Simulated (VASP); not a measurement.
# Sc (P6_3/mmc) in VASP: notebook

The runs below take Sc through single point, with PBE.

Everything below comes from runs of VASP 6.6.1. Logs are shortened: lines on timing, memory, paths and dates and some standing lists are left out, and cuts for length are marked.

## 1. The cell of the first run

Symmetry: P6_3/mmc, No. 194, hexagonal system. Conventional cell: a = 3.228 Å, b = 3.228 Å, c = 5.042 Å, α = 90.00°, β = 90.00°, γ = 120.00°. Sc (site symmetry -6m2) has 12 Sc at 3.14 to 3.23 Å within 4.1 Å.

## 2. Single point, PBE (22.76 Å³/atom)

File INCAR:

```
  PREC = Accurate
  ENCUT = 520
  EDIFF = 1E-7
  ISMEAR = -1
  SIGMA = 0.1
  LREAL = F
  LASPH = T
  NELM = 100
  ALGO = Normal
  ISIF = 2
  LWAVE = F
  LCHARG = F
  GGA = PE
  NBANDS = 18
```

File KPOINTS:

```
Automatic mesh
0
Gamma
  18 18 10
```

File POSCAR:

```
Sc
1.0
    3.2283752593      0.0000000000      0.0000000000
   -1.6141876297      2.7958549875      0.0000000000
    0.0000000000      0.0000000000      5.0421538351
Sc
2
Direct
    0.3333333333      0.6666666667      0.2500000000
    0.6666666667      0.3333333333      0.7500000000
```

Potentials or basis: VASP PAW PBE potentials, release 64 (Sc_sv).

Started as:

```sh
$ cat potpaw_PBE.64/Sc_sv/POTCAR > POTCAR
$ mpirun -np 1 vasp_std > vasp.out
```

OUTCAR:

```text
PREC = Accurate
   ENCUT = 520
   EDIFF = 1E-7
   ISMEAR = -1
   LREAL = F
   LASPH = T
   NELM = 100
   ISIF = 2
   GGA = PE

 ion  position               nearest neighbor table
   1  0.333  0.667  0.250-   2 3.14   2 3.14   2 3.14   2 3.14   2 3.14   2 3.14
   2  0.667  0.333  0.750-   1 3.14   1 3.14   1 3.14   1 3.14   1 3.14   1 3.14

  LATTYP: Found a hexagonal cell.
 ALAT       =     3.2283752593
 C/A-ratio  =     1.5618239610

  Lattice vectors:

 A1 = (   3.2283752593,   0.0000000000,   0.0000000000)
 A2 = (  -1.6141876297,   2.7958549875,   0.0000000000)
 A3 = (   0.0000000000,   0.0000000000,   5.0421538351)

Analysis of symmetry for initial positions (statically):
=====================================================================
 Subroutine PRICEL returns:
 Original cell was already a primitive cell.

 Routine SETGRP: Setting up the symmetry group for a
 hexagonal supercell.

 Subroutine GETGRP returns: Found 24 space group operations
 (whereof 12 operations were pure point group operations)
 out of a pool of 24 trial point group operations.

The static configuration has the point symmetry D_3d.
 The point group associated with its full space group is D_6h.

Analysis of symmetry for dynamics (positions and initial velocities):
=====================================================================
 Subroutine PRICEL returns:
 Original cell was already a primitive cell.

 Routine SETGRP: Setting up the symmetry group for a
 hexagonal supercell.

 Subroutine GETGRP returns: Found 24 space group operations
 (whereof 12 operations were pure point group operations)
 out of a pool of 24 trial point group operations.

The dynamic configuration has the point symmetry D_3d.
 The point group associated with its full space group is D_6h.

 Subroutine INISYM returns: Found 24 space group operations
 (whereof 12 operations are pure point group operations),
 and found     1 'primitive' translations

----------------------------------------------------------------------------------------

                                     Primitive cell

  volume of cell :      45.5108

  direct lattice vectors                    reciprocal lattice vectors
     3.228375259  0.000000000  0.000000000     0.309753334  0.178836171  0.000000000
    -1.614187630  2.795854987  0.000000000     0.000000000  0.357672342  0.000000000
     0.000000000  0.000000000  5.042153835     0.000000000  0.000000000  0.198327943

  length of vectors
[... 75 lines left out ...]
   ICHARG =      2    charge: 1-file 2-atom 10-const
   ISPIN  =      1    spin polarized calculation?
   LNONCOLLINEAR =      F non collinear calculations
   LSORBIT =      F    spin-orbit coupling
   LASPH  =      T    aspherical Exc in radial PAW
   ENCUT  =  520.0 eV  38.22 Ry    6.18 a.u.   6.00  6.00  9.38*2*pi/ulx,y,z
   NELM   =    100;   NELMIN=  2; NELMDL= -5     # of ELM steps
   EDIFF  = 0.1E-06   stopping-criterion for ELM
   LREAL  =      F    real-space projection
   EDIFFG = 0.1E-05   stopping-criterion for IOM
   NSW    =      0    number of steps for IOM
   IBRION =     -1    ionic relax: 0-MD 1-quasi-New 2-CG
   NFREE  =      0    steps in history (QN), initial steepest desc. (CG)
   ISIF   =      2    stress and relaxation
   ISYM   =      2    0-nonsym 1-usesym 2-fastsym
   POTIM  = 0.5000    time-step for ionic-motion
   TEBEG  =    0.0;   TEEND  =   0.0 temperature during run
   PSTRESS=    0.0 pullay stress
   NELECT =      22.0000    total number of electrons
   NUPDOWN=      -1.0000    fix difference up-down
   EMIN   =  10.00;   EMAX   =-10.00  energy-range for DOS
   EFERMI =   0.00;   METHOD = LEGACY
   ISMEAR =    -1;   SIGMA  =   0.10  broadening in eV -4-tet -1-fermi 0-gaus
   EFERMI_NEDOS =   21; number of points for ismear=-14 and -15
   IALGO  =     38    algorithm
   IMIX   =      4    mixing-type and parameters
     AMIX     =   0.40;   BMIX     =  1.00
     AMIX_MAG =   1.60;   BMIX_MAG =  1.00
  volume/ion in A,a.u.               =      22.76       153.56
  Fermi-wavevector in a.u.,A,eV,Ry     =   1.284825  2.427968 22.460178  1.650777
  Thomas-Fermi vector in A             =   2.416996
   LORBIT       =      0    0 simple, 1 ext, 2 COOP (PROOUT), +10 PAW based schemes
   GGA     = PE    functional components
[... 5 lines left out ...]
 non-spin polarized calculation
  energy-cutoff  :      520.00
  volume of cell :       45.51
 maximum number of plane-waves:      1248
   NGX = 13   NGY = 13   NGZ = 19

 number of electron      22.0000002 magnetization

 Free energy of the ion-electron system (eV)
  ---------------------------------------------------
  ext. energy  EPLUGINS =         0.00000000
  ---------------------------------------------------
  free energy    TOTEN  =       -12.50203731 eV

  energy without entropy =      -12.38541065  energy(sigma->0) =      -12.44372398

 E-fermi :   4.1611     XC(G=0): -10.2020

 val. band max:        4.1570300012   @ k =   0.2778   0.1111   0.1000
 cond. band min:       4.1643257405   @ k =   0.4444   0.1111   0.4000
 fundamental gap:      0.0072957393
 Fermi energy:         4.1610856004

 k-point     1 :       0.0000    0.0000    0.0000
  band No.  band energies     occupation
      1     -45.0481      2.00000
      2     -44.9495      2.00000
      3     -23.9558      2.00000
      4     -23.5011      2.00000
      5     -23.5011      2.00000
      6     -23.4170      2.00000
[... 481 lines left out ...]
      5     -23.7172      2.00000
      6     -23.6255      2.00000
[... 10 lines left out ...]
     17       8.2469      0.00000
     18       8.4994      0.00000

 [... further k-points ...]

------------------------ aborting loop because EDIFF is reached ----------------------------------------

  FORCE on cell =-STRESS in cart. coord.  units (eV):
  Direction    XX          YY          ZZ          XY          YZ          ZX
  --------------------------------------------------------------------------------------
  -------------------------------------------------------------------------------------
  Total        1.4863030      1.4863030      1.4233142     -0.0000000      0.0000000      0.0000000
  in kB       52.3242728     52.3242728     50.1067960     -0.0000000      0.0000000      0.0000000
  external PRESSURE =      51.5851139 kB  Pullay stress =       0.0000000 kB

 VOLUME and BASIS-vectors are now :
 -----------------------------------------------------------------------------
  energy-cutoff  :      520.00
  volume of cell :       45.51
      direct lattice vectors                 reciprocal lattice vectors
     3.228375259  0.000000000  0.000000000     0.309753334  0.178836171  0.000000000
    -1.614187630  2.795854987  0.000000000     0.000000000  0.357672342  0.000000000
     0.000000000  0.000000000  5.042153835     0.000000000  0.000000000  0.198327943

 POSITION                                       TOTAL-FORCE (eV/Angst)
 -----------------------------------------------------------------------------------
     -0.00000      1.86390      1.26054         0.000000      0.000000      0.000000
      1.61419      0.93195      3.78162        -0.000000      0.000000      0.000000
 -----------------------------------------------------------------------------------
    total drift:                                0.000000     -0.000000      0.000000

  FREE ENERGIE OF THE ION-ELECTRON SYSTEM (eV)
  ---------------------------------------------------
  free  energy   TOTEN  =       -12.5020373125 eV

  energy  without entropy=      -12.3854106475  energy(sigma->0) =      -12.44372398
```

OSZICAR:

```text
N       E                     dE             d eps       ncg     rms          rms(c)
DAV:   1     0.352019998838E+03    0.35202E+03   -0.11035E+04  8000   0.132E+03
DAV:   2     0.532915437365E+01   -0.34669E+03   -0.34054E+03  9584   0.543E+02
DAV:   3    -0.133842924166E+02   -0.18713E+02   -0.18064E+02 13022   0.154E+02
DAV:   4    -0.137427872911E+02   -0.35849E+00   -0.35604E+00 12070   0.197E+01
DAV:   5    -0.137473603493E+02   -0.45731E-02   -0.45714E-02 13634   0.233E+00    0.819E+00
DAV:   6    -0.126606800278E+02    0.10867E+01   -0.24173E+00 10476   0.177E+01    0.253E+00
DAV:   7    -0.125123218216E+02    0.14836E+00   -0.64230E-01 10732   0.837E+00    0.807E-01
DAV:   8    -0.125029983803E+02    0.93234E-02   -0.23123E-02 10012   0.191E+00    0.217E-01
DAV:   9    -0.125020308329E+02    0.96755E-03   -0.50810E-03 11130   0.783E-01    0.186E-02
DAV:  10    -0.125020412054E+02   -0.10373E-04   -0.99686E-05 12540   0.135E-01    0.707E-03
DAV:  11    -0.125020356363E+02    0.55692E-05   -0.30419E-06 11832   0.213E-02    0.170E-03
DAV:  12    -0.125020376873E+02   -0.20511E-05   -0.23060E-07  7966   0.553E-03    0.815E-04
DAV:  13    -0.125020372945E+02    0.39280E-06   -0.32268E-08  5688   0.346E-03    0.866E-05
DAV:  14    -0.125020373125E+02   -0.17946E-07   -0.11446E-08  5222   0.241E-03
   1 F= -.12502037E+02 E0= -.12443724E+02  d E =-.116627E+00
```

stdout:

```text
POSCAR found type information on POSCAR Sc
 POSCAR found :  1 types and       2 ions
 scaLAPACK will be used
 LDA part: xc-table for (Slater+PW92), standard interpolation
 POSCAR, INCAR and KPOINTS ok, starting setup
 FFT: planning ... GRIDC
 FFT: planning ... GRID_SOFT
 FFT: planning ... GRID
 WAVECAR not read
 entering main loop
```

Wall time 3 min (1 thread of Intel Xeon Platinum 8259CL at 2.50GHz (Skylake/Cascade Lake), shared host); peak memory 0.27 GiB.

Results:

- Free energy: -12.5020 eV
- Pressure: 5.2 GPa
- Band gap on the k mesh: zero (bands 11 and 12 overlap by 1.63 eV)

Caveat: the cell stands under pressure.

## 3. Single point, PBE (23.74 Å³/atom)

This run uses another cell than the first one, of 23.74 Å³/atom.

File INCAR:

```
  PREC = Accurate
  ENCUT = 520
  EDIFF = 1E-7
  ISMEAR = -1
  SIGMA = 0.1
  LREAL = False
  LASPH = True
  NELM = 100
  ALGO = Normal
  ISIF = 2
  LWAVE = False
  LCHARG = False
  GGA = PE
  NBANDS = 18
```

KPOINTS is that of step 2.

File POSCAR:

```
Sc
1.0
    3.2745011377      0.0000000000      0.0000000000
   -1.6372505689      2.8358011700      0.0000000000
    0.0000000000      0.0000000000      5.1141943372
Sc
2
Direct
    0.3333333333      0.6666666667      0.2500000000
    0.6666666667      0.3333333333      0.7500000000
```

Potentials or basis: VASP PAW PBE potentials, release 64 (Sc_sv).

Started as:

```sh
$ cat potpaw_PBE.64/Sc_sv/POTCAR > POTCAR
$ mpirun -np 1 vasp_std > vasp.out
```

It took 2.5 min on 1 thread of Intel Xeon Platinum 8259CL at 2.50GHz (Skylake/Cascade Lake), shared host; peak memory 0.27 GiB.

The run converged. Its results:

```yaml
Free_energy: -12.5488 eV
Pressure: 2.4 GPa
Band_gap_on_the_k_mesh: zero (bands 11 and 12 overlap by 1.53 eV)
```

Levels at points of the mesh, in eV from the Fermi level:
```tsv
k point	band 7	band 8	band 9	band 10	band 11	band 12	band 13	band 14	band 15	band 16
(0.00, 0.00, 0.00)	-27.72	-27.69	-5.20	-1.69	0.68	1.64	1.64	1.90	2.11	2.11
(0.50, 0.00, 0.00)	-27.82	-27.76	-1.63	-1.10	-0.72	-0.32	1.34	1.38	1.93	3.91
(0.00, 0.00, 0.50)	-27.75	-27.75	-3.61	-3.61	0.99	0.99	1.56	1.56	1.56	1.56
(0.50, 0.00, 0.50)	-27.81	-27.81	-1.52	-1.52	0.07	0.07	1.35	1.35	2.46	2.46
```

## 4. Single point, PBE

This run uses another cell than the first one, of 24.73 Å³/atom.

File INCAR:

```
SYSTEM = Sc
ALGO = Normal ; EDIFF = 1E-6
ENCUT = 520 ; GGA = PE
ISIF = 2 ; ISMEAR = -1
LASPH = .TRUE. ; LCHARG = .FALSE.
LREAL = .FALSE. ; LWAVE = .FALSE.
NBANDS = 18 ; NELM = 80
PREC = Accurate ; SIGMA = 0.1
```

File KPOINTS:

```
k-points
0
G
  18 18 10
  0 0 0
```

File POSCAR:

```
Sc
1.0
    3.3193628924      0.0000000000      0.0000000000
   -1.6596814462      2.8746525892      0.0000000000
    0.0000000000      0.0000000000      5.1842605006
Sc
2
Direct
    0.3333333333      0.6666666667      0.2500000000
    0.6666666667      0.3333333333      0.7500000000
```

Started as:

```sh
$ cat potpaw_PBE.64/Sc_sv/POTCAR > POTCAR
$ mpirun -np 1 vasp_std > vasp.out
```

It took 3.6 min on 1 thread of Intel Xeon Platinum 8259CL at 2.50GHz (Skylake/Cascade Lake), shared host; peak memory 0.29 GiB.

The run converged. Its results:

| Quantity | Value |
| --- | --- |
| Free energy | -12.5638 eV |
| Pressure | 0.0 GPa |
| Band gap on the k mesh | zero (bands 11 and 12 overlap by 1.46 eV) |

Levels at points of the mesh, in eV from the Fermi level:
```
           k point  band 9  band 10  band 11  band 12  band 13  band 14
(0.00, 0.00, 0.00)   -5.12    -1.63     0.58     1.59     1.59     1.83
(0.50, 0.00, 0.00)   -1.61    -1.05    -0.67    -0.34     1.28     1.35
(0.00, 0.00, 0.50)   -3.59    -3.59     0.96     0.96     1.51     1.51
(0.50, 0.00, 0.50)   -1.46    -1.46     0.06     0.06     1.27     1.27
```

## 5. Single point, PBE (25.72 Å³/atom)

This run uses another cell than the first one, of 25.72 Å³/atom.

File INCAR:

```
SYSTEM = Sc
ALGO     = Normal         ! electronic algorithm
EDIFF    = 1E-6           ! SCF threshold, eV
ENCUT    = 520            ! plane-wave cutoff, eV
GGA      = PE             ! functional
ISIF     = 2              ! what is computed and relaxed
ISMEAR   = -1             ! smearing method
LASPH    = .TRUE.         ! aspherical terms in the spheres
LCHARG   = .FALSE.        ! write CHGCAR
LREAL    = .FALSE.        ! projectors in reciprocal space
LWAVE    = .FALSE.        ! write WAVECAR
NBANDS   = 18             ! bands
NELM     = 80             ! most SCF steps
PREC     = Accurate       ! precision mode
SIGMA    = 0.1            ! smearing width, eV
```

KPOINTS is that of step 4.

File POSCAR:

```
Sc
1.0
    3.3630437291      0.0000000000      0.0000000000
   -1.6815218646      2.9124813035      0.0000000000
    0.0000000000      0.0000000000      5.2524822780
Sc
2
Direct
    0.3333333333      0.6666666667      0.2500000000
    0.6666666667      0.3333333333      0.7500000000
```

Started as:

```sh
$ cat potpaw_PBE.64/Sc_sv/POTCAR > POTCAR
$ mpirun -np 1 vasp_std > vasp.out
```

It took 3.1 min on 1 thread of Intel Xeon Platinum 8259CL at 2.50GHz (Skylake/Cascade Lake), shared host; peak memory 0.3 GiB.

Results (log left out):

| Item | Value |
| --- | --- |
| Free energy | -12.5521 eV |
| Pressure | -2.0 GPa |
| Band gap on the k mesh | zero (bands 11 and 12 overlap by 1.40 eV) |

Stress tensor (GPa, compression positive):
```
-2.03  0.00  0.00
 0.00 -2.03  0.00
 0.00  0.00 -1.87
```

Levels at points of the mesh, in eV from the Fermi level:
```
           k point  band 8  band 9  band 10  band 11  band 12  band 13  band 14  band 15
(0.00, 0.00, 0.00)  -27.95   -5.05    -1.58     0.50     1.54     1.54     1.77     1.96
(0.50, 0.00, 0.00)  -28.00   -1.60    -1.01    -0.62    -0.35     1.23     1.31     1.78
(0.00, 0.00, 0.50)  -28.00   -3.56    -3.56     0.94     0.94     1.46     1.46     1.46
(0.50, 0.00, 0.50)  -28.04   -1.41    -1.41     0.05     0.05     1.20     1.20     2.27
```

## 6. Single point, PBE (26.71 Å³/atom)

This run uses another cell than the first one, of 26.71 Å³/atom.

File INCAR:

```
  ALGO = Normal
  EDIFF = 1E-6
  ENCUT = 520
  GGA = PE
  ISIF = 2
  ISMEAR = -1
  LASPH = True
  LCHARG = False
  LREAL = False
  LWAVE = False
  NBANDS = 18
  NELM = 60
  PREC = Accurate
  SIGMA = 0.1
```

File KPOINTS:

```
k-points
0
Gamma
  18 18 10
```

File POSCAR:

```
Sc
1.0
    3.4056184226      0.0000000000      0.0000000000
   -1.7028092113      2.9493520696      0.0000000000
    0.0000000000      0.0000000000      5.3189764544
Sc
2
Direct
    0.3333333333      0.6666666667      0.2500000000
    0.6666666667      0.3333333333      0.7500000000
```

Potentials or basis: VASP PAW PBE potentials, release 64 (Sc_sv).

Started as:

```sh
$ cat potpaw_PBE.64/Sc_sv/POTCAR > POTCAR
$ mpirun -np 1 vasp_std > vasp.out
```

Wall time 3 min (1 thread of Intel Xeon Platinum 8259CL at 2.50GHz (Skylake/Cascade Lake), shared host); peak memory 0.31 GiB.

The run converged. Its results:

```
Free energy            : -12.5180 eV
Pressure               : -3.6 GPa
Band gap on the k mesh : zero (bands 11 and 12 overlap by 1.34 eV)
```

Stress tensor (GPa, compression positive):
```
-3.71  0.00  0.00
 0.00 -3.71  0.00
 0.00  0.00 -3.48
```

Levels at points of the mesh, in eV from the Fermi level:
| k point | band 7 | band 8 | band 9 | band 10 | band 11 | band 12 | band 13 | band 14 | band 15 | band 16 |
| --- | --- | --- | --- | --- | --- | --- | --- | --- | --- | --- |
| (0.00, 0.00, 0.00) | -28.09 | -28.07 | -4.97 | -1.54 | 0.43 | 1.49 | 1.49 | 1.70 | 1.89 | 1.89 |
| (0.50, 0.00, 0.00) | -28.15 | -28.12 | -1.58 | -0.98 | -0.58 | -0.36 | 1.17 | 1.27 | 1.71 | 3.41 |
| (0.00, 0.00, 0.50) | -28.11 | -28.11 | -3.52 | -3.52 | 0.91 | 0.91 | 1.41 | 1.41 | 1.41 | 1.41 |
| (0.50, 0.00, 0.50) | -28.15 | -28.15 | -1.36 | -1.36 | 0.04 | 0.04 | 1.14 | 1.14 | 2.18 | 2.18 |

Caveat: the cell stands under tension.

## 7. Overview

```csv
cell,gap on the mesh (eV),pressure (GPa)
"a = 3.228, b = 3.228, c = 5.042 Å, angles 90.0, 90.0, 120.0°, 2 atoms",none,5.2
"a = 3.275, b = 3.275, c = 5.114 Å, angles 90.0, 90.0, 120.0°, 2 atoms",none,2.4
"a = 3.319, b = 3.319, c = 5.184 Å, angles 90.0, 90.0, 120.0°, 2 atoms",none,0.0
"a = 3.363, b = 3.363, c = 5.252 Å, angles 90.0, 90.0, 120.0°, 2 atoms",none,-2.0
"a = 3.406, b = 3.406, c = 5.319 Å, angles 90.0, 90.0, 120.0°, 2 atoms",none,-3.6
```

Alike in all rows: task single point; level PBE; potentials or basis VASP PAW PBE potentials, release 64 (Sc_sv); no spin polarisation; k mesh 18 × 18 × 10; cutoff (eV) 520; smearing fermi-dirac 0.1 eV.

Caveats: the cell stands under pressure (at least some runs); the cell stands under tension (at least some runs).

Total energies depend on the potentials used, so only differences within one code and one set of settings carry meaning.
